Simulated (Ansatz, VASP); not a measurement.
Two plane-wave programs on Hf

The input INCAR:

```
SYSTEM = Hf
PREC     = Accurate       ! precision mode
ENCUT    = 520            ! plane-wave cutoff, eV
EDIFF    = 1E-7           ! SCF threshold, eV
ISMEAR   = -1             ! smearing method
SIGMA    = 0.05           ! smearing width, eV
LREAL    = .False.        ! projectors in reciprocal space
LASPH    = .True.         ! aspherical terms in the spheres
NELM     = 100            ! most SCF steps
ALGO     = Normal         ! electronic algorithm
ISIF     = 2              ! what is computed and relaxed
LWAVE    = .False.        ! write WAVECAR
LCHARG   = .False.        ! write CHGCAR
LDIPOL   = .True.       
IDIPOL   = 3            
DIPOL    = 0.5 0.5 0.500
GGA      = PE             ! functional
NBANDS   = 28             ! bands
```

File KPOINTS:

```
Automatic mesh
0
Gamma
  13 8 1
  0 0 0
```

Contents of POSCAR:

```
Hf
1.0
    3.2031969921      0.0000000000      0.0000000000
    0.0000000000      5.0702495496      0.0000000000
    0.0000000000      0.0000000000     19.6987000000
Hf
4
Direct
    0.0000000000      0.7500000000      0.4061173250
    0.5000000000      0.2500000000      0.4530586628
    0.5000000000      0.7500000000      0.5469413372
    0.0000000000      0.2500000000      0.5938826750
```

Input for Ansatz:

```yaml
crystal:
  lattice:
    - [3.2031969921, 0.0, 0.0]
    - [0.0, 5.0702495496, 0.0]
    - [0.0, 0.0, 19.6987]
  atoms:
    - { symbol: Hf, position: [0.0, 0.75, 0.406117325] }
    - { symbol: Hf, position: [0.5, 0.25, 0.4530586628] }
    - { symbol: Hf, position: [0.5, 0.75, 0.5469413372] }
    - { symbol: Hf, position: [0.0, 0.25, 0.593882675] }
kpoints:
  mp_grid: { grid: [13, 8, 1] }
scf:
  occupations: { method: fermi_dirac, width: 0.05 }
  mixing: { algorithm: broyden, beta: 0.1 }
hamiltonian:
  xc: pbe
  pseudopotentials: { kind: paw }
output:
  forces: true
  stress: true
  eigenvalues: true
  populations: true
  write_density: true
  write_potential: true
  elf: true
  volumetric_format: npy
efield:
  axis: 3
  amplitude: 0
  dipole_correction: true
```

Alike in both runs: task single point; functional PBE; k mesh 13 × 8 × 1; occupations fermi-dirac, width 0.05 eV; no spin polarisation.

|  | VASP | Ansatz |
| --- | --- | --- |
| version | VASP 6.6.1 | Ansatz 0.2.0 |
| potentials or method | VASP PAW PBE potentials, release 64 (Hf_pv) | PAW with Ansatz's default frozen-core files, scalar-relativistic |
| plane-wave cutoff (eV) | 520 | 420 |
| valence electrons in the cell | 40 | 104 |

|  | VASP | Ansatz | Ansatz less VASP |
| --- | --- | --- | --- |
| gap on the k mesh at the Fermi level (eV) | none | none | - |
| rms of the force components (eV/Å) | 0.322 | 0.301 | -0.0213 |

Atom by atom the forces differ by 0.021 eV/Å (rms over components). A gap of «none» marks a metal or a gap that the smearing closes. VASP's potentials hold 40 valence electrons a cell and Ansatz's 104, so a difference there can come from the potentials and not from the codes. Ansatz's warnings: xc potential rough in thin density.

Neither program's run includes spin-orbit coupling.
